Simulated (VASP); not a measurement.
# Fe (Im-3m) in VASP: further runs

Runs on Fe. Level: r2SCAN. Tasks: single point.

Everything below comes from runs of VASP 6.6.1. Logs are shortened: lines on timing, memory, paths and dates and some standing lists are left out, and cuts for length are marked.

### Step 1. The cell of the first run

Symmetry: Im-3m, No. 229, cubic system. Conventional cell: a = 2.883 Å, b = 2.883 Å, c = 2.883 Å, α = 90.00°, β = 90.00°, γ = 90.00°. Fe (site symmetry m-3m) has 14 Fe at 2.50 to 2.88 Å within 3.3 Å.

### Step 2. Single point, r2SCAN, collinear spin, antiferromagnetic start

POSCAR reads:

```
Fe
1.0
    2.8834781583      0.0000000000      0.0000000000
    0.0000000000      2.8834781583      0.0000000000
    0.0000000000      0.0000000000      2.8834781583
Fe
2
Direct
    0.0000000000      0.0000000000      0.0000000000
    0.5000000000      0.5000000000      0.5000000000
```

INCAR.step1 reads:

```
SYSTEM = Fe
ALGO     = Normal         ! electronic algorithm
EDIFF    = 1E-4           ! SCF threshold, eV
ENCUT    = 520            ! plane-wave cutoff, eV
GGA      = PE             ! functional
ISMEAR   = -1             ! smearing method
ISPIN    = 2              ! spin polarisation
LASPH    = .TRUE.         ! aspherical terms in the spheres
LCHARG   = .FALSE.        ! write CHGCAR
LMAXMIX  = 4              ! l up to which the mixer works
LREAL    = .FALSE.        ! projectors in reciprocal space
LWAVE    = .TRUE.         ! write WAVECAR
MAGMOM   = 2.5 -2.5       ! initial moments
NBANDS   = 19             ! bands
NELM     = 150            ! most SCF steps
PREC     = Accurate       ! precision mode
SIGMA    = 0.05           ! smearing width, eV
```

INCAR.step2 reads:

```
SYSTEM = Fe
ALGO     = Normal         ! electronic algorithm
EDIFF    = 1E-7           ! SCF threshold, eV
ENCUT    = 520            ! plane-wave cutoff, eV
ISIF     = 2              ! what is computed and relaxed
ISMEAR   = -1             ! smearing method
ISPIN    = 2              ! spin polarisation
ISTART   = 1            
LASPH    = .TRUE.         ! aspherical terms in the spheres
LCHARG   = .FALSE.        ! write CHGCAR
LMAXMIX  = 4              ! l up to which the mixer works
LMIXTAU  = .TRUE.       
LORBIT   = 11             ! projections on sites
LREAL    = .FALSE.        ! projectors in reciprocal space
LWAVE    = .FALSE.        ! write WAVECAR
MAGMOM   = 2.5 -2.5       ! initial moments
METAGGA  = R2SCAN         ! meta-GGA
NBANDS   = 19             ! bands
NELM     = 150            ! most SCF steps
PREC     = Accurate       ! precision mode
SIGMA    = 0.05           ! smearing width, eV
```

KPOINTS reads:

```
k-points
0
G
  11 11 11
  0 0 0
```

Potentials or basis: VASP PAW PBE potentials, release 64 (Fe).

The run is started by

```bash
cat potpaw_PBE.64/Fe/POTCAR > POTCAR
cp INCAR.step1 INCAR
mpirun -np 1 vasp_std > vasp.out
cp INCAR.step2 INCAR
mpirun -np 1 vasp_std > vasp.out
```

OUTCAR:

```text
SYSTEM = Fe
   EDIFF = 1E-7
   ENCUT = 520
   ISIF = 2
   ISMEAR = -1
   ISPIN = 2
   ISTART = 1
   LASPH = .TRUE.
   LORBIT = 11
   LREAL = .FALSE.
   METAGGA = R2SCAN
   NELM = 150
   PREC = Accurate

 ion  position               nearest neighbor table
   1  0.000  0.000  0.000-   2 2.50   2 2.50   2 2.50   2 2.50   2 2.50   2 2.50   2 2.50   2 2.50

   2  0.500  0.500  0.500-   1 2.50   1 2.50   1 2.50   1 2.50   1 2.50   1 2.50   1 2.50   1 2.50

  LATTYP: Found a simple cubic cell.
 ALAT       =     2.8834781583

  Lattice vectors:

 A1 = (   2.8834781583,   0.0000000000,   0.0000000000)
 A2 = (   0.0000000000,   2.8834781583,   0.0000000000)
 A3 = (   0.0000000000,   0.0000000000,   2.8834781583)

Analysis of symmetry for initial positions (statically):
=====================================================================
 Subroutine PRICEL returns following result:

  LATTYP: Found a body centered cubic cell.
 ALAT       =     2.8834781583
[... 12 lines left out ...]
 Subroutine GETGRP returns: Found 48 space group operations
 (whereof 48 operations were pure point group operations)
 out of a pool of 48 trial point group operations.

The static configuration has the point symmetry O_h .

Analysis of symmetry for dynamics (positions and initial velocities):
=====================================================================
 Subroutine PRICEL returns following result:

  LATTYP: Found a body centered cubic cell.
 ALAT       =     2.8834781583
[... 12 lines left out ...]
 Subroutine GETGRP returns: Found 48 space group operations
 (whereof 48 operations were pure point group operations)
 out of a pool of 48 trial point group operations.

The dynamic configuration has the point symmetry O_h .

Analysis of structural, dynamic, and magnetic symmetry:
=====================================================================
 Subroutine PRICEL returns following result:

  LATTYP: Found a body centered cubic cell.
 ALAT       =     2.8834781583
[... 12 lines left out ...]
 Subroutine GETGRP returns: Found 48 space group operations
 (whereof 48 operations were pure point group operations)
 out of a pool of 48 trial point group operations.

The overall configuration has the point symmetry O_h .

 Subroutine INISYM returns: Found 48 space group operations
 (whereof 48 operations are pure point group operations),
 and found     2 'primitive' translations

----------------------------------------------------------------------------------------

                                     Primitive cell

[... 104 lines left out ...]
   EFERMI_NEDOS =   21; number of points for ismear=-14 and -15
   IALGO  =     38    algorithm
   IMIX   =      4    mixing-type and parameters
     AMIX     =   0.40;   BMIX     =  1.00
     AMIX_MAG =   1.60;   BMIX_MAG =  1.00
  volume/ion in A,a.u.               =      11.99        80.89
  Fermi-wavevector in a.u.,A,eV,Ry     =   1.430644  2.703525 27.847608  2.046741
  Thomas-Fermi vector in A             =   2.550467
   LORBIT       =     11    0 simple, 1 ext, 2 COOP (PROOUT), +10 PAW based schemes
   METAGGA = R2SCAN    functional components
   LHFCALC =     F    Hartree Fock is set to
   AEXX    =    0.0000 exact exchange contribution
   IVDW    =     0    specifies the selected vdW correction
   LEPSILON=     F    determine dielectric tensor
   LRPA    =     F    only Hartree local field effects (RPA)
 spin polarized calculation
  energy-cutoff  :      520.00
  volume of cell :       23.97
 maximum number of plane-waves:       661
 NGX is ok and might be reduce to    24

 number of electron      15.9999986 magnetization       0.0000000

 number of electron      15.9999986 magnetization      -0.0000000

 Free energy of the ion-electron system (eV)
  ---------------------------------------------------
  ext. energy  EPLUGINS =         0.00000000
  ---------------------------------------------------
  free energy    TOTEN  =       -27.30268226 eV

  energy without entropy =      -27.27860963  energy(sigma->0) =      -27.29064595

 E-fermi :   5.9249     XC(G=0): -13.8928

 val. band max:        5.9214455513   @ k =   0.1818   0.1818   0.1818
 cond. band min:       5.9259604423   @ k =   0.4545   0.3636   0.0000
 fundamental gap:      0.0045148910
 Fermi energy:         5.9248569992

 spin component 1

 k-point     1 :       0.0000    0.0000    0.0000
  band No.  band energies     occupation
      1      -3.3586      1.00000
      2       0.7925      1.00000
      3       0.7927      1.00000
      4       3.3351      1.00000
      5       3.3351      1.00000
      6       3.3353      1.00000
[... 517 lines left out ...]
     18      25.7979      0.00000
     19      29.7223      0.00000

 [... further k-points ...]

 spin component 2

 k-point     1 :       0.0000    0.0000    0.0000
  band No.  band energies     occupation
      1      -3.3586      1.00000
      2       0.7925      1.00000
      3       0.7927      1.00000
      4       3.3351      1.00000
      5       3.3351      1.00000
      6       3.3353      1.00000
[... 517 lines left out ...]
     18      25.7979      0.00000
     19      29.7223      0.00000

 [... further k-points ...]
[... 5 lines left out ...]
  --------------------------------------------------------------------------------------
  -------------------------------------------------------------------------------------
  Total        0.0161205      0.0161205      0.0161205     -0.0000000     -0.0000000      0.0000000
  in kB        1.0773066      1.0773066      1.0773066     -0.0000000     -0.0000000      0.0000000
  external PRESSURE =       1.0773066 kB  Pullay stress =       0.0000000 kB

 VOLUME and BASIS-vectors are now :
 -----------------------------------------------------------------------------
  energy-cutoff  :      520.00
  volume of cell :       23.97
      direct lattice vectors                 reciprocal lattice vectors
     2.883478158  0.000000000  0.000000000     0.346803390  0.000000000  0.000000000
     0.000000000  2.883478158  0.000000000     0.000000000  0.346803390  0.000000000
     0.000000000  0.000000000  2.883478158     0.000000000  0.000000000  0.346803390

 POSITION                                       TOTAL-FORCE (eV/Angst)
 -----------------------------------------------------------------------------------
      0.00000      0.00000      0.00000        -0.000000     -0.000000     -0.000000
      1.44174      1.44174      1.44174         0.000000      0.000000      0.000000
 -----------------------------------------------------------------------------------
    total drift:                                0.000000      0.000000     -0.000000

  FREE ENERGIE OF THE ION-ELECTRON SYSTEM (eV)
  ---------------------------------------------------
  free  energy   TOTEN  =       -27.3026822629 eV

  energy  without entropy=      -27.2786096300  energy(sigma->0) =      -27.29064595

 total charge

# of ion       s       p       d       tot
------------------------------------------
    1        0.495   0.567   6.120   7.182
    2        0.495   0.567   6.120   7.182
--------------------------------------------------
tot          0.990   1.135  12.239  14.364

 magnetization (x)

# of ion       s       p       d       tot
------------------------------------------
    1        0.054   0.060   2.327   2.440
    2       -0.054  -0.060  -2.327  -2.440
--------------------------------------------------
tot          0.000  -0.000  -0.000  -0.000
```

OUTCAR.step1:

```text
SYSTEM = Fe
   EDIFF = 1E-4
   ENCUT = 520
   GGA = PE
   ISMEAR = -1
   ISPIN = 2
   LASPH = .TRUE.
   LREAL = .FALSE.
[... 1327 lines left out ...]
      0.00000      0.00000      0.00000         0.000000      0.000000      0.000000
      1.44174      1.44174      1.44174        -0.000000     -0.000000     -0.000000
 -----------------------------------------------------------------------------------
    total drift:                                0.000000      0.000000     -0.000000

  FREE ENERGIE OF THE ION-ELECTRON SYSTEM (eV)
  ---------------------------------------------------
  free  energy   TOTEN  =       -15.5332437897 eV

  energy  without entropy=      -15.4845258127  energy(sigma->0) =      -15.50888480
```

Run time: 2.4 min. Hardware: 1 thread of Intel Xeon Platinum 8259CL at 2.50GHz (Skylake/Cascade Lake), shared host; peak memory 0.18 GiB.

What came out:

* Free energy: -27.3027 eV
* Pressure: 0.1 GPa
* Band gap on the k mesh: zero (filled and empty bands overlap)
* Net moment: 0.00 μB per cell
* Site moments: Fe +2.44, -2.44 μB
* Valence electrons inside the program's atomic spheres: Fe 7.18

Caveat: the PAW data sets were made with another functional, which shifts forces and pressure a little.

### Step 3. Single point, r2SCAN, collinear spin, ferromagnetic start

This run uses another cell than the first one: it holds 1 atom, not 2.

POSCAR reads:

```
Fe
1.0
   -1.4345540696      1.4345540696      1.4345540696
    1.4345540696     -1.4345540696      1.4345540696
    1.4345540696      1.4345540696     -1.4345540696
Fe
1
Direct
    0.0000000000      0.0000000000      0.0000000000
```

INCAR.step1 reads:

```
ALGO = Normal
EDIFF = 1E-4
ENCUT = 520
GGA = PE
ISMEAR = 1
ISPIN = 2
LASPH = True
LCHARG = False
LMAXMIX = 4
LREAL = False
LWAVE = True
MAGMOM = 2.804
NBANDS = 14
NELM = 150
PREC = Accurate
SIGMA = 0.1
```

INCAR.step2 reads:

```
ALGO = Normal
EDIFF = 1E-6
ENCUT = 520
ISIF = 2
ISMEAR = 1
ISPIN = 2
ISTART = 1
LASPH = True
LCHARG = True
LELF = True
LMAXMIX = 4
LMIXTAU = True
LORBIT = 11
LREAL = False
LVHAR = True
LWAVE = False
MAGMOM = 2.804
METAGGA = R2SCAN
NBANDS = 14
NELM = 150
PREC = Accurate
SIGMA = 0.1
```

KPOINTS reads:

```
k-points
0
Gamma
  15 15 15
```

Potentials or basis: VASP PAW PBE potentials, release 64 (Fe).

The run is started by

```bash
cat potpaw_PBE.64/Fe/POTCAR > POTCAR
cp INCAR.step1 INCAR
mpirun -np 1 vasp_std > vasp.out
cp INCAR.step2 INCAR
mpirun -np 1 vasp_std > vasp.out
```

Wall time 58 s (1 thread of Intel Xeon 6975P-C (Granite Rapids), shared host); peak memory 0.15 GiB.

It converged, with:

```
Free energy                                           : -14.3600 eV
Pressure                                              : -0.3 GPa
Net moment                                            : 2.67 μB per cell
Site moments                                          : Fe +2.74 μB
Valence electrons inside the program's atomic spheres : Fe 7.19
```

Levels at points of the mesh, in eV from the Fermi level:
Spin up:
```
           k point  band 2  band 3  band 4  band 5  band 6  band 7  band 8  band 9
(0.00, 0.00, 0.00)   -3.10   -3.10   -3.10   -1.89   -1.89   25.59   25.59   25.59
```
Spin down:
| k point | band 1 | band 2 | band 3 | band 4 | band 5 | band 6 |
| --- | --- | --- | --- | --- | --- | --- |
| (0.00, 0.00, 0.00) | -9.11 | 0.37 | 0.37 | 0.37 | 2.55 | 2.55 |

Caveat: the PAW data sets were made with another functional, which shifts forces and pressure a little.
